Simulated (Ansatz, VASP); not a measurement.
Ir4Rh in VASP and in Ansatz

```
Ir Rh
1.0
    -3.05265    3.05265    1.93025
     3.05265   -3.05265    1.93025
     3.05265    3.05265   -1.93025
Ir Rh
4 1
Direct
  0.40102 0.80004 0.20106
  0.59898 0.19996 0.79894
  0.19996 0.40102 0.60098
  0.80004 0.59898 0.39902
  0.00000 0.00000 0.00000
```

Alike in both runs: task single point; functional PBE; k mesh 6 × 6 × 6; occupations gaussian, width 0.1 eV; collinear spin.

|  | VASP | Ansatz |
| --- | --- | --- |
| version | VASP 6.6.1 | Ansatz 0.2.0 |
| potentials or method | VASP PAW PBE potentials, release 64 (Ir, Rh_pv), cutoff 520 eV | scalar-relativistic, plane waves, PAW |
| valence electrons in the cell | 51 | 85 |

|  | VASP | Ansatz | Ansatz less VASP |
| --- | --- | --- | --- |
| gap on the k mesh at the Fermi level (eV) | none | none | - |
| pressure (GPa) | 0.3 | -0.1 | -0.38 |
| rms of the force components (eV/Å) | 0.002 | 0.005 | +0.0028 |
| net moment per atom (μB) | 0.00 | 0.00 | 0.000 |

Atom by atom the forces differ by 0.007 eV/Å (rms over components). A gap of «none» marks a metal or a gap that the smearing closes. The functional is the same, so the differences come from potentials, cutoffs and numerics. VASP's potentials hold 51 valence electrons a cell and Ansatz's 85, so a difference there can come from the potentials and not from the codes. Ansatz's warnings: seeded moment not kept.

Neither program's run includes spin-orbit coupling.
